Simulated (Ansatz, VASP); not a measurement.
**CoO: VASP beside Ansatz**

File INCAR:

```
PREC = Accurate
ENCUT = 520
EDIFF = 1E-6
ISMEAR = 0
SIGMA = 0.1
LREAL = F
LASPH = T
NELM = 150
ALGO = Normal
ISIF = 2
LWAVE = F
LCHARG = F
ISPIN = 2
MAGMOM = 3 0
LORBIT = 11
LMAXMIX = 4
GGA = PE
NBANDS = 18
```

Contents of KPOINTS:

```
Automatic mesh
0
Gamma
  16 16 16
```

Contents of POSCAR:

```
CoO
1.0
    0.0000000000      2.2499728228      2.2499728228
    2.2499728228      0.0000000000      2.2499728228
    2.2499728228      2.2499728228      0.0000000000
Co O
1 1
Direct
    0.0000000000      0.0000000000      0.0000000000
    0.2500000000      0.2500000000      0.2500000000
```

Input for Ansatz:

```yaml
crystal:
  lattice:
    - [0.0, 2.2499728228, 2.2499728228]
    - [2.2499728228, 0.0, 2.2499728228]
    - [2.2499728228, 2.2499728228, 0.0]
  atoms:
    - { symbol: Co, position: [0.0, 0.0, 0.0], spin: 3.0 }
    - { symbol: O, position: [0.25, 0.25, 0.25] }
basis:
  ecutwfc: 420
kpoints:
  mp_grid: { grid: [16, 16, 16] }
hamiltonian:
  xc: pbe
scf:
  occupations: { method: gaussian, width: 0.1 }
  lower_state_search: "off"
output:
  forces: true
  stress: true
  eigenvalues: true
  populations: true
magnetization:
  spin_polarized: true
```

Alike in both runs: task single point; functional PBE; k mesh 16 × 16 × 16; occupations gaussian, width 0.1 eV; collinear spin.

```csv
,VASP,Ansatz
version,VASP 6.6.1,Ansatz 0.2.0
potentials or method,"VASP PAW PBE potentials, release 64 (Co, O), cutoff 520 eV","scalar-relativistic, plane waves, PAW"
valence electrons in the cell,15,23
```

Ansatz gave:

* gap on the k mesh at the Fermi level (eV): none
* pressure (GPa): 0.0
* net moment per atom (μB): 1.38
* size of the moment on the site where the two differ most (μB): 2.23

Problem. Estimate VASP's values.

Solution. gap on the k mesh at the Fermi level (eV): none; pressure (GPa): -0.1; net moment per atom (μB): 1.37; size of the moment on the site where the two differ most (μB): 2.37.

Site moments also hang on the region over which each program counts them. A gap of «none» marks a metal or a gap that the smearing closes. VASP's potentials hold 15 valence electrons a cell and Ansatz's 23, so a difference there can come from the potentials and not from the codes.
